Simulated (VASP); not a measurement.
# BN (Fmm2) in VASP: a series of runs

Aim: see how the results for BN move with the level of theory and the settings. Levels: LDA, PBEsol. Tasks: single point.

All numbers are computed with VASP 6.6.1; they aren't measurements. Logs are shortened: lines on timing, memory, paths and dates and some standing lists are left out, and cuts for length are marked.

## Step 1: The cell of the first run

It takes space group Fmm2 (No. 42, orthorhombic). The conventional cell has a = 2.486 Å, b = 6.944 Å, c = 4.303 Å, α = 90.00°, β = 90.00°, γ = 90.00°. N (site symmetry mm2) has 3 B at 1.43 to 1.44 Å within 1.9 Å. B (site symmetry mm2) has 3 N at 1.43 to 1.44 Å within 1.9 Å.

## Step 2: Single point, LDA (9.29 Å³/atom)

The input, INCAR:

```
SYSTEM = BN
  PREC = Accurate
  ENCUT = 520
  EDIFF = 1E-6
  ISMEAR = -1
  SIGMA = 0.05
  LREAL = .FALSE.
  LASPH = .TRUE.
  NELM = 60
  ALGO = Normal
  ISIF = 2
  LWAVE = .FALSE.
  LCHARG = .TRUE.
  GGA = CA
  LELF = .TRUE.
  LVHAR = .TRUE.
  NBANDS = 11
```

The input, KPOINTS:

```
Automatic mesh
0
G
  13 13 13
  0 0 0
```

The input, POSCAR:

```
BN
1.0
    0.0000000000      3.4718566277      2.1515532769
    1.2432316315      0.0000000000      2.1515532769
    1.2432316315      3.4718566277      0.0000000000
N B
1 1
Direct
    0.6666513400      0.6666513400      0.3333486600
    0.0000486500      0.0000486500      0.9999513500
```

Potentials or basis: VASP PAW LDA potentials, release 64 (N, B).

The run is started by

```console
$ cat potpaw_LDA.64/N/POTCAR potpaw_LDA.64/B/POTCAR > POTCAR
$ mpirun -np 1 vasp_std > vasp.out
```

OUTCAR:

```text
SYSTEM = BN
   PREC = Accurate
   ENCUT = 520
   EDIFF = 1E-6
   ISMEAR = -1
   LREAL = .FALSE.
   LASPH = .TRUE.
   NELM = 60
   ISIF = 2
   GGA = CA

 ion  position               nearest neighbor table
   1  0.667  0.667  0.333-   2 1.43   2 1.44   2 1.44
   2  0.000  0.000  1.000-   1 1.43   1 1.44   1 1.44

  LATTYP: Found a face centered orthorhombic cell.
 ALAT       =     2.4864632630
 B/A-ratio  =     1.7306133647
 C/A-ratio  =     2.7926064136

  Lattice vectors:

 A1 = (   0.0000000000,   3.4718566277,   2.1515532769)
 A2 = (  -1.2432316315,   3.4718566277,   0.0000000000)
 A3 = (  -1.2432316315,   0.0000000000,   2.1515532769)

Analysis of symmetry for initial positions (statically):
=====================================================================
 Subroutine PRICEL returns:
 Original cell was already a primitive cell.

 Routine SETGRP: Setting up the symmetry group for a
 face centered orthorhombic supercell.

 Subroutine GETGRP returns: Found  4 space group operations
 (whereof  4 operations were pure point group operations)
 out of a pool of  8 trial point group operations.

The static configuration has the point symmetry C_2v.

Analysis of symmetry for dynamics (positions and initial velocities):
=====================================================================
 Subroutine PRICEL returns:
 Original cell was already a primitive cell.

 Routine SETGRP: Setting up the symmetry group for a
 face centered orthorhombic supercell.

 Subroutine GETGRP returns: Found  4 space group operations
 (whereof  4 operations were pure point group operations)
 out of a pool of  8 trial point group operations.

The dynamic configuration has the point symmetry C_2v.

 Subroutine INISYM returns: Found  4 space group operations
 (whereof  4 operations are pure point group operations),
 and found     1 'primitive' translations

----------------------------------------------------------------------------------------

                                     Primitive cell

  volume of cell :      18.5736

  direct lattice vectors                    reciprocal lattice vectors
     0.000000000  3.471856628  2.151553277    -0.402177669  0.144015164  0.232390248
[... 89 lines left out ...]
   NSW    =      0    number of steps for IOM
   IBRION =     -1    ionic relax: 0-MD 1-quasi-New 2-CG
   NFREE  =      0    steps in history (QN), initial steepest desc. (CG)
   ISIF   =      2    stress and relaxation
   ISYM   =      2    0-nonsym 1-usesym 2-fastsym
   POTIM  = 0.5000    time-step for ionic-motion
   TEBEG  =    0.0;   TEEND  =   0.0 temperature during run
   PSTRESS=    0.0 pullay stress
   NELECT =       8.0000    total number of electrons
   NUPDOWN=      -1.0000    fix difference up-down
   EMIN   =  10.00;   EMAX   =-10.00  energy-range for DOS
   EFERMI =   0.00;   METHOD = LEGACY
   ISMEAR =    -1;   SIGMA  =   0.05  broadening in eV -4-tet -1-fermi 0-gaus
   EFERMI_NEDOS =   21; number of points for ismear=-14 and -15
   IALGO  =     38    algorithm
   IMIX   =      4    mixing-type and parameters
     AMIX     =   0.40;   BMIX     =  1.00
     AMIX_MAG =   1.60;   BMIX_MAG =  1.00
  volume/ion in A,a.u.               =       9.29        62.67
  Fermi-wavevector in a.u.,A,eV,Ry     =   1.236345  2.336352 20.797156  1.528548
  Thomas-Fermi vector in A             =   2.370957
   LORBIT       =      0    0 simple, 1 ext, 2 COOP (PROOUT), +10 PAW based schemes
   GGA     = CA    functional components
   LHFCALC =     F    Hartree Fock is set to
   AEXX    =    0.0000 exact exchange contribution
   IVDW    =     0    specifies the selected vdW correction
   LEPSILON=     F    determine dielectric tensor
   LRPA    =     F    only Hartree local field effects (RPA)
 non-spin polarized calculation
  energy-cutoff  :      520.00
  volume of cell :       18.57
 maximum number of plane-waves:       517
   NGX = 15   NGY =  9   NGZ = 13

 number of electron       8.0000001 magnetization

 Free energy of the ion-electron system (eV)
  ---------------------------------------------------
  ext. energy  EPLUGINS =         0.00000000
  ---------------------------------------------------
  free energy    TOTEN  =       -19.28246404 eV

  energy without entropy =      -19.28246404  energy(sigma->0) =      -19.28246404

 E-fermi :   2.9371     XC(G=0): -10.2891

 val. band max:        1.9895989155   @ k =   0.4615  -0.3846   0.1538
 cond. band min:       5.6941693636   @ k =   0.0000   0.4615   0.4615
 fundamental gap:      3.7045704481
 Fermi energy:         2.9370730649

 k-point     1 :       0.0000    0.0000    0.0000
  band No.  band energies     occupation
      1     -15.7997      2.00000
      2      -2.6101      2.00000
      3       0.5729      2.00000
      4       0.5806      2.00000
      5       6.5184      0.00000
      6      13.5409      0.00000
      7      13.6043      0.00000
      8      15.0290      0.00000
      9      16.8622      0.00000
     10      27.6472      0.00000
     11      28.6086      0.00000
[... 309 lines left out ...]
 k-point    24 :       0.4615    0.1538   -0.0000
  band No.  band energies     occupation
      1     -12.9569      2.00000
      2      -5.8088      2.00000
      3      -3.1475      2.00000
      4       0.5951      2.00000
      5       7.7930      0.00000
      6      12.0737      0.00000
      7      14.6963      0.00000
      8      17.5863      0.00000
      9      19.5668      0.00000
     10      23.3452      0.00000
     11      24.8226      0.00000

 [... further k-points ...]

------------------------ aborting loop because EDIFF is reached ----------------------------------------

  FORCE on cell =-STRESS in cart. coord.  units (eV):
  Direction    XX          YY          ZZ          XY          YZ          ZX
  --------------------------------------------------------------------------------------
  -------------------------------------------------------------------------------------
  Total        0.2279958     -0.1413628      0.2325161      0.0000000      0.0000000      0.0000000
  in kB       19.6671518    -12.1940970     20.0570752      0.0000000      0.0000000      0.0000000
  external PRESSURE =       9.1767100 kB  Pullay stress =       0.0000000 kB

 VOLUME and BASIS-vectors are now :
 -----------------------------------------------------------------------------
  energy-cutoff  :      520.00
  volume of cell :       18.57
      direct lattice vectors                 reciprocal lattice vectors
     0.000000000  3.471856628  2.151553277    -0.402177669  0.144015164  0.232390248
     1.243231632  0.000000000  2.151553277     0.402177669 -0.144015164  0.232390248
     1.243231632  3.471856628  0.000000000     0.402177669  0.144015164 -0.232390248

 POSITION                                       TOTAL-FORCE (eV/Angst)
 -----------------------------------------------------------------------------------
      1.24323      3.47186      2.86867         0.000000      0.000000     -0.011500
      1.24323      3.47186      0.00021         0.000000      0.000000      0.011500
 -----------------------------------------------------------------------------------
    total drift:                                0.000003      0.000005     -0.000050

  FREE ENERGIE OF THE ION-ELECTRON SYSTEM (eV)
  ---------------------------------------------------
  free  energy   TOTEN  =       -19.2824640376 eV

  energy  without entropy=      -19.2824640376  energy(sigma->0) =      -19.28246404
```

OSZICAR:

```text
N       E                     dE             d eps       ncg     rms          rms(c)
DAV:   1     0.113728098004E+02    0.11373E+02   -0.45934E+03  7674   0.676E+02
DAV:   2    -0.206984589250E+02   -0.32071E+02   -0.30931E+02  8994   0.151E+02
DAV:   3    -0.213777858772E+02   -0.67933E+00   -0.67828E+00  9187   0.198E+01
DAV:   4    -0.213796956333E+02   -0.19098E-02   -0.19097E-02  8368   0.126E+00
DAV:   5    -0.213797052104E+02   -0.95771E-05   -0.95771E-05  9247   0.746E-02    0.795E+00
DAV:   6    -0.195549140173E+02    0.18248E+01   -0.58709E+00  8014   0.133E+01    0.353E+00
DAV:   7    -0.193446843674E+02    0.21023E+00   -0.21643E-01  8863   0.326E+00    0.211E+00
DAV:   8    -0.192828694238E+02    0.61815E-01   -0.15419E-01  8752   0.232E+00    0.240E-01
DAV:   9    -0.192824597623E+02    0.40966E-03   -0.26052E-03  8332   0.414E-01    0.137E-01
DAV:  10    -0.192824610586E+02   -0.12963E-05   -0.20308E-04  8808   0.123E-01    0.212E-02
DAV:  11    -0.192824644476E+02   -0.33891E-05   -0.14727E-05  8915   0.248E-02    0.152E-02
DAV:  12    -0.192824640376E+02    0.41000E-06   -0.34022E-06  8437   0.116E-02
   1 F= -.19282464E+02 E0= -.19282464E+02  d E =-.764515E-10
```

Wall time 33 s (1 thread of Intel Xeon 6975P-C (Granite Rapids), shared host); peak memory 0.17 GiB.

What came out:

```yaml
Free_energy: -19.2825 eV
Pressure: 0.9 GPa
Largest_force: 0.011 eV/Å
Band_gap_on_the_k_mesh: 3.70 eV (least direct gap 4.55 eV)
```

Forces in eV/Å, atoms in the order of the input:
```
N    0.000  0.000 -0.011
B    0.000  0.000  0.011
```

A k mesh can miss the band edges.

## Step 3: Single point, PBEsol (9.29 Å³/atom)

The input, INCAR:

```
SYSTEM = BN
PREC = Accurate
ENCUT = 520
EDIFF = 1E-7
ISMEAR = -1
SIGMA = 0.05
LREAL = .False.
LASPH = .True.
NELM = 60
ALGO = Normal
ISIF = 2
LWAVE = .False.
LCHARG = .False.
GGA = PS
NBANDS = 11
```

The input, KPOINTS:

```
Automatic mesh
0
Gamma
  13 13 13
  0 0 0
```

POSCAR is that of step 2.

Potentials or basis: VASP PAW PBE potentials, release 64 (N, B).

The run is started by

```console
$ cat potpaw_PBE.64/N/POTCAR potpaw_PBE.64/B/POTCAR > POTCAR
$ mpirun -np 1 vasp_std > vasp.out
```

Run time: 31 s. Hardware: 1 thread of Intel Xeon 6975P-C (Granite Rapids), shared host; peak memory 0.18 GiB.

It converged, with:

* Free energy: -18.2752 eV
* Pressure: 5.7 GPa
* Largest force: 0.011 eV/Å
* Band gap on the k mesh: 3.80 eV (least direct gap 4.64 eV)

Forces on the atoms (eV/Å):
```
N    0.000  0.000 -0.011
B    0.000  0.000  0.011
```

Stress tensor (GPa, compression positive):
```
8.49 0.00 0.00
0.00 0.16 0.00
0.00 0.00 8.53
```

Levels at points of the mesh, in eV from the valence-band top:
```tsv
k point	band 1	band 2	band 3	band 4	band 5	band 6	band 7	band 8
(0.00, 0.00, 0.00)	-17.96	-4.59	-1.37	-1.37	4.69	11.63	11.70	13.19
```

Caveat: the stress differs along the axes, from 0 to 9 GPa; the PAW data sets were made with another functional, which shifts forces and pressure a little. A k mesh can miss the band edges.
